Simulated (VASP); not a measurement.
A run of VASP 6.6.1 is set up as follows.

Contents of POSCAR:

```
Os
1.0
    0.0000000000      1.8866500000      2.0033500000
    1.8866500000      0.0000000000      2.0033500000
    1.8866500000      1.8866500000      0.0000000000
Os
1
Direct
    0.0000000000      0.0000000000      0.0000000000
```

Contents of INCAR.step1:

```
PREC = Accurate ; ENCUT = 520
ISMEAR = 0 ; SIGMA = 0.15
LREAL = False ; LASPH = True
NELM = 60 ; NBANDS = 10
GGA = PE ; ALGO = Normal
EDIFF = 1E-4 ; LWAVE = True
LCHARG = False
```

The input INCAR.step2:

```
PREC = Accurate ; ENCUT = 520
EDIFF = 1E-6 ; ISMEAR = 0
SIGMA = 0.15 ; LREAL = False
LASPH = True ; NELM = 60
ALGO = Normal ; ISIF = 2
LWAVE = False ; LCHARG = True
METAGGA = R2SCAN ; LMIXTAU = True
LELF = True ; LVHAR = True
NBANDS = 10 ; ISTART = 1
```

The input KPOINTS:

```
Automatic mesh
0
Gamma
  20 20 20
```

Potentials or basis: VASP PAW PBE potentials, release 64 (Os).

Command:

```sh
$ cat potpaw_PBE.64/Os/POTCAR > POTCAR
$ cp INCAR.step1 INCAR
$ mpirun -np 1 vasp_std > vasp.out
$ cp INCAR.step2 INCAR
$ mpirun -np 1 vasp_std > vasp.out
```

What does it give for the band gap on the k mesh?

Zero (bands 4 and 5 overlap by 4.50 eV).

Estimate the pressure.

-3.8 GPa.

Stress tensor (GPa, compression positive):
```
  3.39   0.00   0.00
  0.00   3.39   0.00
  0.00   0.00 -18.34
```

Caveat: the cell differs from its parent crystal (strain -0.030 along x and y, +0.030 along z); the cell stands under tension; the PAW data sets were made with another functional, which shifts forces and pressure a little; spin-orbit coupling is left out, which moves the levels of the heavy elements.
